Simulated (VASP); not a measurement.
Crystal: SiNi.

```
Ni Si
1.0
     5.17310    0.00000    0.00000
     0.00000    3.33810    0.00000
     0.00000    0.00000    5.60490
Ni Si
4 4
Direct
  0.99221 0.75000 0.81248
  0.50779 0.25000 0.31248
  0.49221 0.75000 0.68752
  0.00779 0.25000 0.18752
  0.67872 0.25000 0.91750
  0.82128 0.75000 0.41750
  0.17872 0.25000 0.58250
  0.32128 0.75000 0.08250
```

* Program: VASP 6.6.1
* Task: relaxation of cell and atoms
* Functional: PBEsol
* Potentials or basis: VASP PAW PBE potentials, release 64 (Ni, Si)
* Cutoff: 600 eV
* k mesh: 4 × 6 × 4
* Occupations: fermi-dirac, width 0.05 eV
* Spin: collinear spin, ferromagnetic start
* Starting moments: [1.0, 1.0, 1.0, 1.0, 0.0, 0.0, 0.0, 0.0] μB

At the start: pressure -4.1 GPa; volume 12.10 Å³/atom.

How do energy, volume and symmetry change on relaxing?

Over 6 steps the energy falls by 4.4 meV/atom and the volume is 11.81 Å³/atom (-2.3 %); space group Pnma (No. 62, to 0.1 Å) before and after; moment 0.00 μB per cell.

The path:
| step | energy change (eV) | largest force (eV/Å) | pressure (GPa) | volume (Å³) |
| --- | --- | --- | --- | --- |
| 1 | 0.0000 | 0.0707 | -4.14 | 96.79 |
| 2 | -0.0032 | 0.1340 | 4.49 | 92.47 |
| 3 | -0.0315 | 0.0650 | 0.16 | 94.54 |
| 4 | -0.0343 | 0.0365 | 0.02 | 94.55 |
| 5 | -0.0349 | 0.0235 | -0.03 | 94.55 |
| 6 | -0.0350 | 0.0173 | 0.08 | 94.52 |

Final structure:
```
Ni Si
1.0
     5.17238    0.00000    0.00000
     0.00000    3.29275    0.00000
     0.00000    0.00000    5.54949
Ni Si
4 4
Direct
  0.99140 0.75000 0.81319
  0.50860 0.25000 0.31319
  0.49140 0.75000 0.68681
  0.00860 0.25000 0.18681
  0.67946 0.25000 0.91711
  0.82054 0.75000 0.41711
  0.17946 0.25000 0.58289
  0.32054 0.75000 0.08289
```

The cell as given is a measured one (12.10 Å³/atom); PBEsol puts the equilibrium volume -2.3 % from it, thermal expansion not counted.

Caveat: the moments typed at the start vanished in this run; the PAW data sets were made with another functional, which shifts forces and pressure a little.
